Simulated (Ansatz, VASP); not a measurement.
# LuW2ClO4 in VASP and in Ansatz

Contents of INCAR:

```
SYSTEM = LuW2ClO4
ALGO = Normal ; EDIFF = 1E-6
ENCUT = 520 ; GGA = PE
ISIF = 2 ; ISMEAR = -1
ISPIN = 2 ; LASPH = .True.
LCHARG = .True. ; LELF = .True.
LMAXMIX = 4 ; LORBIT = 11
LREAL = .False. ; LVHAR = .True.
LWAVE = .False. ; MAGMOM = 3 2 3 3 2 2 1 3
NBANDS = 56 ; NELM = 150
PREC = Accurate ; SIGMA = 0.0149
```

The input KPOINTS:

```
k-points
0
Gamma
  5 5 3
  0 0 0
```

The input POSCAR:

```
LuW2ClO4
1.0
    3.5184490000      0.0000000000      0.0000000000
    0.0000000000      3.5184490000      0.0000000000
    0.0000000000      0.0000000000      8.1500790000
Cl Lu O W
1 1 4 2
Direct
    0.0000000000      0.0000000000      0.5000000000
    0.0000000000      0.0000000000      0.0000000000
    0.5000000000      0.0000000000      0.8480000000
    0.0000000000      0.5000000000      0.8480000000
    0.5000000000      0.0000000000      0.1520000000
    0.0000000000      0.5000000000      0.1520000000
    0.5000000000      0.5000000000      0.7193000000
    0.5000000000      0.5000000000      0.2807000000
```

Input for Ansatz:

```yaml
crystal:
  lattice:
    - [3.518449, 0.0, 0.0]
    - [0.0, 3.518449, 0.0]
    - [0.0, 0.0, 8.150079]
  atoms:
    - { symbol: Cl, position: [0.0, 0.0, 0.5], spin: 3.0 }
    - { symbol: Lu, position: [0.0, 0.0, 0.0], spin: 2.0 }
    - { symbol: O, position: [0.5, 0.0, 0.848], spin: 3.0 }
    - { symbol: O, position: [0.0, 0.5, 0.848], spin: 3.0 }
    - { symbol: O, position: [0.5, 0.0, 0.152], spin: 2.0 }
    - { symbol: O, position: [0.0, 0.5, 0.152], spin: 2.0 }
    - { symbol: W, position: [0.5, 0.5, 0.7193], spin: 1.0 }
    - { symbol: W, position: [0.5, 0.5, 0.2807], spin: 3.0 }
  symmetry: { tolerance: 0.0003 }
kpoints:
  mp_grid: { grid: [5, 5, 3], shift: [0, 0, 0] }
magnetization:
  spin_polarized: true
scf:
  occupations: { method: fermi_dirac, width: 0.0149 }
hamiltonian:
  pseudopotentials: { kind: paw }
  xc: pbe
basis:
  ecutwfc: 420
output:
  forces: true
  stress: true
  eigenvalues: true
  write_density: true
  write_potential: true
  elf: true
  volumetric_format: npy
```

Alike in both runs: task single point; functional PBE; k mesh 5 × 5 × 3; occupations fermi-dirac, width 0.0149 eV; collinear spin.

```csv
,VASP,Ansatz
version,VASP 6.6.1,Ansatz 0.2.0
potentials or method,"VASP PAW PBE potentials, release 64 (Cl, Lu, O, W_sv), cutoff 520 eV",PAW plane waves
valence electrons in the cell,84,84
```

VASP gave:

```
gap on the k mesh at the Fermi level (eV)                     : none
pressure (GPa)                                                : 17.2
traceless stress, the component that is largest in VASP (GPa) : -10.40
rms of the force components (eV/Å)                            : 1.249
net moment per atom (μB)                                      : 0.27
size of the moment on the site where the two differ most (μB) : 0.86
```

Task: Estimate Ansatz's values.

Result: gap on the k mesh at the Fermi level (eV): none; pressure (GPa): 15.6; traceless stress, the component that is largest in VASP (GPa): -10.16; rms of the force components (eV/Å): 1.251; net moment per atom (μB): 0.27; size of the moment on the site where the two differ most (μB): 0.52.

Site moments also hang on the region over which each program counts them. Atom by atom the forces differ by 0.054 eV/Å (rms over components). A gap of «none» marks a metal or a gap that the smearing closes. The functional is the same, so the differences come from potentials, cutoffs and numerics. Ansatz's warnings: given moment on shells.

Spin-orbit coupling is off throughout.
